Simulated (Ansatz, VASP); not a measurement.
# Two plane-wave programs on AgCl

The input INCAR:

```
PREC = Accurate
ENCUT = 520
EDIFF = 1E-7
ISMEAR = 0
SIGMA = 0.05
LREAL = False
LASPH = True
NELM = 100
ALGO = Normal
ISIF = 2
LWAVE = False
LCHARG = True
GGA = PE
LELF = True
LVHAR = True
NBANDS = 46
```

The input KPOINTS:

```
Automatic mesh
0
Gamma
  10 10 4
```

POSCAR

```
AgCl
1.0
   -3.7861669437      0.0000000000      0.0000000000
    0.0000000000      0.0000000000      3.8937085080
    0.0000000000     11.6224404486      0.0000000000
Ag Cl
4 4
Direct
    1.0037492516      0.7500000000      0.6060479495
    0.5037492516      0.7500000000      0.1060479495
    0.9962507484      0.2500000000      0.3939520505
    0.4962507484      0.2500000000      0.8939520505
   -0.0132059681      0.2500000000      0.1335211316
    0.4867940319      0.2500000000      0.6335211316
    0.0132059681      0.7500000000      0.8664788684
    0.5132059681      0.7500000000      0.3664788684
```

Input for Ansatz:

```yaml
crystal:
  lattice:
    - [-3.7861669437, 0.0, 0.0]
    - [0.0, 0.0, 3.893708508]
    - [0.0, 11.6224404486, 0.0]
  atoms:
    - { symbol: Ag, position: [1.0037492516, 0.75, 0.6060479495] }
    - { symbol: Ag, position: [0.5037492516, 0.75, 0.1060479495] }
    - { symbol: Ag, position: [0.9962507484, 0.25, 0.3939520505] }
    - { symbol: Ag, position: [0.4962507484, 0.25, 0.8939520505] }
    - { symbol: Cl, position: [-0.0132059681, 0.25, 0.1335211316] }
    - { symbol: Cl, position: [0.4867940319, 0.25, 0.6335211316] }
    - { symbol: Cl, position: [0.0132059681, 0.75, 0.8664788684] }
    - { symbol: Cl, position: [0.5132059681, 0.75, 0.3664788684] }
basis:
  ecutwfc: 420
kpoints:
  mp_grid: { grid: [10, 10, 4] }
hamiltonian:
  xc: pbe
scf:
  occupations: { method: gaussian, width: 0.05 }
output:
  forces: true
  stress: true
  eigenvalues: true
```

Change from the starting cell: mode 18 (127.2 1/cm) frozen in, largest displacement +0.050 Å.

Alike in both runs: task single point; functional PBE; k mesh 10 × 10 × 4; occupations gaussian, width 0.05 eV; no spin polarisation.

|  | VASP | Ansatz |
| --- | --- | --- |
| version | VASP 6.6.1 | Ansatz 0.2.0 |
| potentials or method | VASP PAW PBE potentials, release 64 (Ag, Cl), cutoff 520 eV | scalar-relativistic, plane waves, PAW |
| valence electrons in the cell | 72 | 104 |

VASP gave:

| Quantity | Value |
| --- | --- |
| gap on the k mesh at the Fermi level (eV) | 0.41 |
| least direct gap on the mesh (eV) | 2.05 |
| pressure (GPa) | 0.0 |
| traceless stress, the component that is largest in VASP (GPa) | 0.15 |
| rms of the force components (eV/Å) | 0.056 |

**Question.** Estimate Ansatz's values.

**Answer.** gap on the k mesh at the Fermi level (eV): 0.41; least direct gap on the mesh (eV): 2.05; pressure (GPa): 0.1; traceless stress, the component that is largest in VASP (GPa): 0.15; rms of the force components (eV/Å): 0.057.

Atom by atom the forces differ by 0.002 eV/Å (rms over components). VASP's potentials hold 72 valence electrons a cell and Ansatz's 104, so a difference there can come from the potentials and not from the codes.
